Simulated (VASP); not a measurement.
# HfB (Fm-3m) in VASP: notebook, part 2 of 3

VASP 6.6.1.

## (3) Relaxation of cell and atoms, r2SCAN+U

POSCAR reads:

```
HfB
1.0
    0.0000000000      2.3100000000      2.3100000000
    2.3100000000      0.0000000000      2.3100000000
    2.3100000000      2.3100000000      0.0000000000
Hf B
1 1
Direct
    0.5000000000      0.5000000000      0.5000000000
    0.0000000000      0.0000000000      0.0000000000
```

INCAR.step1 reads:

```
  PREC = Accurate
  ENCUT = 600
  ISMEAR = -1
  SIGMA = 0.05
  LREAL = F
  LASPH = T
  NELM = 150
  LMAXMIX = 4
  LDAU = T
  LDAUTYPE = 2
  LDAUL = 2 -1
  LDAUU = 4 0
  LDAUJ = 0 0
  GGA = PE
  ALGO = Normal
  EDIFF = 1E-4
  LWAVE = T
  LCHARG = F
```

INCAR.step2 reads:

```
  PREC = Accurate
  ENCUT = 600
  EDIFF = 1E-6
  ISMEAR = -1
  SIGMA = 0.05
  LREAL = F
  LASPH = T
  NELM = 150
  ALGO = Normal
  ISIF = 3
  LWAVE = F
  LCHARG = F
  LMAXMIX = 4
  LDAU = T
  LDAUTYPE = 2
  LDAUL = 2 -1
  LDAUU = 4 0
  LDAUJ = 0 0
  LDAUPRINT = 1
  METAGGA = R2SCAN
  LMIXTAU = T
  IBRION = 2
  NSW = 60
  EDIFFG = -0.01
  ISTART = 1
```

KPOINTS reads:

```
regular mesh
0
Gamma
  10 10 10
```

Potentials or basis: VASP PAW PBE potentials, release 64 (Hf_pv, B).

Started as:

```bash
cat potpaw_PBE.64/Hf_pv/POTCAR potpaw_PBE.64/B/POTCAR > POTCAR
cp INCAR.step1 INCAR
mpirun -np 1 vasp_std > vasp.out
cp INCAR.step2 INCAR
mpirun -np 1 vasp_std > vasp.out
```

OUTCAR:

```text
PREC = Accurate
   ENCUT = 600
   EDIFF = 1E-6
   ISMEAR = -1
   LREAL = F
   LASPH = T
   NELM = 150
   ISIF = 3
   METAGGA = R2SCAN
   IBRION = 2
   NSW = 60
   EDIFFG = -0.01
   ISTART = 1

 ion  position               nearest neighbor table
   1  0.500  0.500  0.500-   2 2.31   2 2.31   2 2.31   2 2.31   2 2.31   2 2.31
   2  0.000  0.000  0.000-   1 2.31   1 2.31   1 2.31   1 2.31   1 2.31   1 2.31

  LATTYP: Found a face centered cubic cell.
 ALAT       =     4.6200000000

  Lattice vectors:

 A1 = (   0.0000000000,   2.3100000000,   2.3100000000)
 A2 = (   2.3100000000,   0.0000000000,   2.3100000000)
 A3 = (   2.3100000000,   2.3100000000,   0.0000000000)

Analysis of symmetry for initial positions (statically):
=====================================================================
[... 701 lines left out ...]
  o =  0.0884  v =  0.0000  0.0000  0.0000  0.0000  0.0000  0.0000 -0.8027  0.0000 -0.5964  0.0000      0.0000  0.0000  0.0000  0.0000  0.0000  0.0000  0.0000  0.0000  0.0000  0.0000
  o =  0.0884  v =  0.0000 -0.5964  0.0000  0.8027  0.0000  0.0000  0.0000  0.0000  0.0000  0.0000      0.0000  0.0000  0.0000  0.0000  0.0000  0.0000  0.0000  0.0000  0.0000  0.0000
  o =  0.0884  v =  0.0000  0.0000  0.0000  0.0000  0.0000  0.0000 -0.5964  0.0000  0.8027  0.0000      0.0000  0.0000  0.0000  0.0000  0.0000  0.0000  0.0000  0.0000  0.0000  0.0000
  o =  0.0884  v =  0.0000  0.0000  0.0000  0.0000  0.0000  1.0000  0.0000  0.0000  0.0000  0.0000      0.0000  0.0000  0.0000  0.0000  0.0000  0.0000  0.0000  0.0000  0.0000  0.0000
  o =  0.0884  v =  1.0000  0.0000  0.0000  0.0000  0.0000  0.0000  0.0000  0.0000  0.0000  0.0000      0.0000  0.0000  0.0000  0.0000  0.0000  0.0000  0.0000  0.0000  0.0000  0.0000
  o =  0.2247  v =  0.0000  0.0000  0.0000  0.0000  0.0000  0.0000 -0.0000 -0.0896  0.0000 -0.9960      0.0000  0.0000  0.0000  0.0000  0.0000  0.0000  0.0000  0.0000  0.0000  0.0000
  o =  0.2247  v =  0.0000 -0.0000 -0.0896  0.0000 -0.9960  0.0000  0.0000  0.0000  0.0000  0.0000      0.0000  0.0000  0.0000  0.0000  0.0000  0.0000  0.0000  0.0000  0.0000  0.0000
  o =  0.2247  v =  0.0000  0.0000  0.9960  0.0000 -0.0896  0.0000  0.0000  0.0000  0.0000  0.0000      0.0000  0.0000  0.0000  0.0000  0.0000  0.0000  0.0000  0.0000  0.0000  0.0000
  o =  0.2247  v =  0.0000  0.0000  0.0000  0.0000  0.0000  0.0000  0.0000  0.9960  0.0000 -0.0896      0.0000  0.0000  0.0000  0.0000  0.0000  0.0000  0.0000  0.0000  0.0000  0.0000

--------------------------------------- Ionic step       16  -------------------------------------------

 number of electron      13.0000000 magnetization

 Free energy of the ion-electron system (eV)
  ---------------------------------------------------
  ext. energy  EPLUGINS =         0.00000000
  ---------------------------------------------------
  free energy    TOTEN  =       -50.90646692 eV

  energy without entropy =      -50.90090659  energy(sigma->0) =      -50.90368676

 E-fermi :   4.3890     XC(G=0): -12.2279

 val. band max:        4.3688815646   @ k =  -0.2000   0.1000   0.0000
 cond. band min:       4.5218826482   @ k =  -0.2000   0.1000   0.0000
 fundamental gap:      0.1530010836
 Fermi energy:         4.3889861385

 k-point     1 :       0.0000    0.0000    0.0000
  band No.  band energies     occupation
      1     -26.9680      2.00000
      2     -26.9680      2.00000
      3     -26.9680      2.00000
      4      -5.5101      2.00000
      5       7.1147      0.00000
      6       7.1147      0.00000
      7       7.1147      0.00000
      8       7.7579      0.00000
      9       7.7579      0.00000
     10       7.7579      0.00000
[... 328 lines left out ...]
  FREE ENERGIE OF THE ION-ELECTRON SYSTEM (eV)
  ---------------------------------------------------
  free  energy   TOTEN  =       -50.9064669206 eV

  energy  without entropy=      -50.9009065912  energy(sigma->0) =      -50.90368676

 reached required accuracy - stopping structural energy minimisation
```

OSZICAR.step1:

```text
N       E                     dE             d eps       ncg     rms          rms(c)
DAV:   1     0.196731388933E+02    0.19673E+02   -0.82698E+03   940   0.137E+03
DAV:   2    -0.154088399419E+02   -0.35082E+02   -0.33747E+02  1200   0.208E+02
DAV:   3    -0.163424692158E+02   -0.93363E+00   -0.91421E+00  1198   0.244E+01
DAV:   4    -0.163478224380E+02   -0.53532E-02   -0.53445E-02  1156   0.200E+00
DAV:   5    -0.163478572319E+02   -0.34794E-04   -0.34793E-04  1138   0.140E-01    0.694E+01
DAV:   6    -0.143217952038E+02    0.20261E+01   -0.65139E+00  1040   0.159E+01    0.454E+01
DAV:   7    -0.142809911218E+02    0.40804E-01   -0.17011E+00  1110   0.900E+00    0.113E+01
DAV:   8    -0.142369073298E+02    0.44084E-01   -0.25005E-01  1068   0.343E+00    0.122E+00
DAV:   9    -0.142366620799E+02    0.24525E-03   -0.56659E-03  1084   0.684E-01    0.230E-01
DAV:  10    -0.142367777559E+02   -0.11568E-03   -0.19484E-04  1056   0.134E-01    0.764E-02
DAV:  11    -0.142367956412E+02   -0.17885E-04   -0.17423E-05   564   0.417E-02
   1 F= -.14236796E+02 E0= -.14231267E+02  d E =-.110569E-01
```

Wall time 8.5 min (1 thread of Intel Xeon 6975P-C (Granite Rapids), shared host); peak memory 0.18 GiB.

What came out:

| Item | Value |
| --- | --- |
| Free energy | -50.9065 eV |
| Relaxed volume | 14.92 Å³/atom |
| Relaxed cell | a = 3.481 Å, b = 3.481 Å, c = 3.481 Å, α = 60.00°, β = 60.00°, γ = 60.00° |
| Space group after relaxing (to 0.1 Å) | Fm-3m (No. 225) |
| Energy gained by relaxing | 315.2 meV/atom |
| Ionic steps | 16 |
| Pressure after relaxing | 0.1 GPa |
| Band gap on the k mesh | zero (an odd number of electrons rules out a gap without spin polarisation) |

Step by step:
| step | energy change (eV) | largest force (eV/Å) | pressure (GPa) | volume (Å³) |
| --- | --- | --- | --- | --- |
| 1 | 0.0000 | 0.0000 | 45.22 | 24.65 |
| 2 | 0.3427 | 0.0000 | -26.46 | 39.27 |
| 3 | -0.6283 | 0.0000 | -1.95 | 30.21 |
| 4 | -0.6304 | 0.0000 | -0.37 | 29.92 |
| 5 | -0.6304 | 0.0000 | 0.40 | 29.80 |
| 6 | -0.6304 | 0.0000 | 0.24 | 29.81 |
| 7 | -0.6304 | 0.0000 | 0.25 | 29.81 |
| 8 | -0.6304 | 0.0000 | 0.22 | 29.81 |
| 9 | -0.6304 | 0.0000 | 0.22 | 29.81 |
| 10 | -0.6304 | 0.0000 | 0.22 | 29.81 |
| 11 | -0.6304 | 0.0000 | 0.22 | 29.81 |
| 12 | -0.6304 | 0.0000 | 0.22 | 29.81 |
| 13 | -0.6304 | 0.0000 | 0.22 | 29.81 |
| 14 | -0.6304 | 0.0000 | 0.22 | 29.81 |
| 15 | -0.6304 | 0.0000 | 0.21 | 29.82 |
| 16 | -0.6305 | 0.0000 | 0.06 | 29.83 |

Final structure:
```
Hf B
1.0
     0.00000    2.46167    2.46167
     2.46167    0.00000    2.46167
     2.46167    2.46167    0.00000
Hf B
1 1
Direct
  0.50000 0.50000 0.50000
  0.00000 0.00000 0.00000
```

Eigenvalues of the final occupation matrices:
```tsv
site	spin	trace	eigenvalues
site 1 d	1	0.71	0.09 0.09 0.09 0.22 0.22
site 1 d	2	0.71	0.09 0.09 0.09 0.22 0.22
```

Caveat: the volume moved by over 15 % at a fixed basis, so the end points are rough; the PAW data sets were made with another functional, which shifts forces and pressure a little; spin-orbit coupling is left out, which moves the levels of the heavy elements; U without spin polarisation on a metal has little footing; the U is typed as a test and isn't derived for this compound.

## (4) Relaxation of cell and atoms, r2SCAN+U

POSCAR is that of step 3.

INCAR.step1 reads:

```
  ALGO = Normal
  EDIFF = 1E-4
  ENCUT = 600
  GGA = PE
  ISMEAR = -1
  LASPH = True
  LCHARG = False
  LDAU = True
  LDAUJ = 0 0
  LDAUL = 2 -1
  LDAUTYPE = 2
  LDAUU = 5 0
  LMAXMIX = 4
  LREAL = False
  LWAVE = True
  NELM = 150
  PREC = Accurate
  SIGMA = 0.05
```

INCAR.step2 reads:

```
  ALGO = Normal
  EDIFF = 1E-6
  EDIFFG = -0.01
  ENCUT = 600
  IBRION = 2
  ISIF = 3
  ISMEAR = -1
  ISTART = 1
  LASPH = True
  LCHARG = False
  LDAU = True
  LDAUJ = 0 0
  LDAUL = 2 -1
  LDAUPRINT = 1
  LDAUTYPE = 2
  LDAUU = 5 0
  LMAXMIX = 4
  LMIXTAU = True
  LREAL = False
  LWAVE = False
  METAGGA = R2SCAN
  NELM = 150
  NSW = 60
  PREC = Accurate
  SIGMA = 0.05
```

KPOINTS reads:

```
k-points
0
Gamma
  10 10 10
```

Potentials or basis: VASP PAW PBE potentials, release 64 (Hf_pv, B).

Started as:

```bash
cat potpaw_PBE.64/Hf_pv/POTCAR potpaw_PBE.64/B/POTCAR > POTCAR
cp INCAR.step1 INCAR
mpirun -np 1 vasp_std > vasp.out
cp INCAR.step2 INCAR
mpirun -np 1 vasp_std > vasp.out
```

OUTCAR:

```text
EDIFF = 1E-6
   EDIFFG = -0.01
   ENCUT = 600
   IBRION = 2
   ISIF = 3
   ISMEAR = -1
   ISTART = 1
   LASPH = True
   LREAL = False
   METAGGA = R2SCAN
   NELM = 150
   NSW = 60
   PREC = Accurate

 ion  position               nearest neighbor table
   1  0.500  0.500  0.500-   2 2.31   2 2.31   2 2.31   2 2.31   2 2.31   2 2.31
   2  0.000  0.000  0.000-   1 2.31   1 2.31   1 2.31   1 2.31   1 2.31   1 2.31

  LATTYP: Found a face centered cubic cell.
 ALAT       =     4.6200000000

  Lattice vectors:

 A1 = (   0.0000000000,   2.3100000000,   2.3100000000)
 A2 = (   2.3100000000,   0.0000000000,   2.3100000000)
 A3 = (   2.3100000000,   2.3100000000,   0.0000000000)

Analysis of symmetry for initial positions (statically):
=====================================================================
 Subroutine PRICEL returns:
 Original cell was already a primitive cell.

[... 706 lines left out ...]
  o =  0.2186  v =  0.0000  0.0000  1.0000  0.0000 -0.0030  0.0000  0.0000  0.0000  0.0000  0.0000      0.0000  0.0000  0.0000  0.0000  0.0000  0.0000  0.0000  0.0000  0.0000  0.0000

--------------------------------------- Ionic step       17  -------------------------------------------

 number of electron      13.0000000 magnetization

 Free energy of the ion-electron system (eV)
  ---------------------------------------------------
  ext. energy  EPLUGINS =         0.00000000
  ---------------------------------------------------
  free energy    TOTEN  =       -50.32785382 eV

  energy without entropy =      -50.32243488  energy(sigma->0) =      -50.32514435

 E-fermi :   4.4402     XC(G=0): -12.1491

 val. band max:        4.4196700282   @ k =  -0.2000   0.1000   0.0000
 cond. band min:       4.4440105049   @ k =   0.4000   0.4000   0.0000
 fundamental gap:      0.0243404767
 Fermi energy:         4.4401504405

 k-point     1 :       0.0000    0.0000    0.0000
  band No.  band energies     occupation
      1     -27.2570      2.00000
      2     -27.2570      2.00000
      3     -27.2570      2.00000
      4      -5.5132      2.00000
      5       7.2536      0.00000
      6       7.2536      0.00000
      7       7.2536      0.00000
      8       7.6884      0.00000
      9       7.6884      0.00000
     10       7.6884      0.00000
[... 328 lines left out ...]
  FREE ENERGIE OF THE ION-ELECTRON SYSTEM (eV)
  ---------------------------------------------------
  free  energy   TOTEN  =       -50.3278538176 eV

  energy  without entropy=      -50.3224348752  energy(sigma->0) =      -50.32514435

 reached required accuracy - stopping structural energy minimisation
```

It took 9.1 min on 1 thread of Intel Xeon 6975P-C (Granite Rapids), shared host; peak memory 0.19 GiB.

Results:

* Free energy: -50.3279 eV
* Relaxed volume: 15.16 Å³/atom
* Relaxed cell: a = 3.500 Å, b = 3.500 Å, c = 3.500 Å, α = 60.00°, β = 60.00°, γ = 60.00°
* Space group after relaxing (to 0.1 Å): Fm-3m (No. 225)
* Energy gained by relaxing: 368.1 meV/atom
* Ionic steps: 17
* Pressure after relaxing: 0.0 GPa
* Band gap on the k mesh: zero (an odd number of electrons rules out a gap without spin polarisation)

Step by step:
| step | energy change (eV) | largest force (eV/Å) | pressure (GPa) | volume (Å³) |
| --- | --- | --- | --- | --- |
| 1 | 0.0000 | 0.0000 | 49.14 | 24.65 |
| 2 | 0.3759 | 0.0000 | -26.80 | 40.75 |
| 3 | -0.7332 | 0.0000 | -2.21 | 30.74 |
| 4 | -0.7360 | 0.0000 | -0.44 | 30.39 |
| 5 | -0.7361 | 0.0000 | 0.37 | 30.27 |
| 6 | -0.7361 | 0.0000 | 0.20 | 30.27 |
| 7 | -0.7361 | 0.0000 | 0.20 | 30.27 |
| 8 | -0.7361 | 0.0000 | 0.19 | 30.27 |
| 9 | -0.7361 | 0.0000 | 0.19 | 30.27 |
| 10 | -0.7361 | 0.0000 | 0.19 | 30.27 |
| 11 | -0.7361 | 0.0000 | 0.19 | 30.27 |
| 12 | -0.7361 | 0.0000 | 0.19 | 30.27 |
| 13 | -0.7361 | 0.0000 | 0.19 | 30.27 |
| 14 | -0.7361 | 0.0000 | 0.19 | 30.28 |
| 15 | -0.7361 | 0.0000 | 0.18 | 30.28 |
| 16 | -0.7361 | 0.0000 | 0.17 | 30.29 |
| 17 | -0.7361 | 0.0000 | -0.03 | 30.31 |

Final structure:
```yaml
crystal:
  lattice:
    - [0.00000, 2.47470, 2.47470]
    - [2.47470, 0.00000, 2.47470]
    - [2.47470, 2.47470, 0.00000]
  atoms:
    - { symbol: Hf, position: [0.50000, 0.50000, 0.50000] }
    - { symbol: B, position: [0.00000, 0.00000, 0.00000] }
```

Levels at points of the mesh, in eV from the Fermi level:
| k point | band 5 | band 6 | band 7 | band 8 | band 9 | band 10 |
| --- | --- | --- | --- | --- | --- | --- |
| (0.00, 0.00, 0.00) | 2.81 | 2.81 | 2.81 | 3.25 | 3.25 | 3.25 |
| (0.50, 0.00, 0.00) | -4.89 | -1.05 | -1.05 | 6.39 | 6.39 | 6.89 |
| (0.50, 0.50, 0.00) | -2.11 | -0.19 | 1.37 | 1.37 | 5.45 | 6.98 |

Eigenvalues of the final occupation matrices:
```
    site  spin  trace               eigenvalues
site 1 d     1   0.68  0.08 0.08 0.08 0.22 0.22
site 1 d     2   0.68  0.08 0.08 0.08 0.22 0.22
```

Caveat: the volume moved by over 15 % at a fixed basis, so the end points are rough; the PAW data sets were made with another functional, which shifts forces and pressure a little; spin-orbit coupling is left out, which moves the levels of the heavy elements; U without spin polarisation on a metal has little footing; the U is typed as a test and isn't derived for this compound. Zero-point motion and thermal expansion aren't in these numbers.

[end of part 2 of 3]

The gap in the log of VASP goes by the Fermi energy; the results here count the filled bands.